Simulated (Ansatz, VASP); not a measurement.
## One calculation of BaTiO3, two programs

```
Ba Ti O
1.0
     4.00822    0.00000    0.00000
     0.00000    2.87328    2.88592
     0.00000   -2.87328    2.88592
Ba Ti O
1 1 3
Cartesian
  0.0000 0.0000 0.0466
  2.0041 0.0000 2.9997
  0.0000 -0.4500 2.8376
  2.0041 -1.4056 4.2619
  2.0041 1.4056 4.2619
```

Alike in both runs: task single point; functional PBE; k mesh 6 × 6 × 6; occupations gaussian, width 0.05 eV; no spin polarisation; Hubbard terms Ti d U = 4.0 eV.

|  | VASP | Ansatz |
| --- | --- | --- |
| version | VASP 6.6.1 | Ansatz 0.2.0 |
| potentials or method | VASP PAW PBE potentials, release 64 (Ba_sv, Ti_sv, O), cutoff 520 eV | scalar-relativistic, plane waves, PAW |
| valence electrons in the cell | 40 | 40 |

Ansatz gave:

| Item | Value |
| --- | --- |
| gap on the k mesh at the Fermi level (eV) | 2.28 |
| least direct gap on the mesh (eV) | 2.78 |
| pressure (GPa) | 1.2 |
| traceless stress, the component that is largest in VASP (GPa) | 1.44 |
| rms of the force components (eV/Å) | 0.877 |

Task: What did VASP give for the same quantities?

Result: gap on the k mesh at the Fermi level (eV): 2.22; least direct gap on the mesh (eV): 2.74; pressure (GPa): 4.8; traceless stress, the component that is largest in VASP (GPa): 2.62; rms of the force components (eV/Å): 0.965.

The programs project onto different local orbitals, so the same U acts differently, and such runs can settle in different states. Atom by atom the forces differ by 0.244 eV/Å (rms over components).

Neither program's run includes spin-orbit coupling.
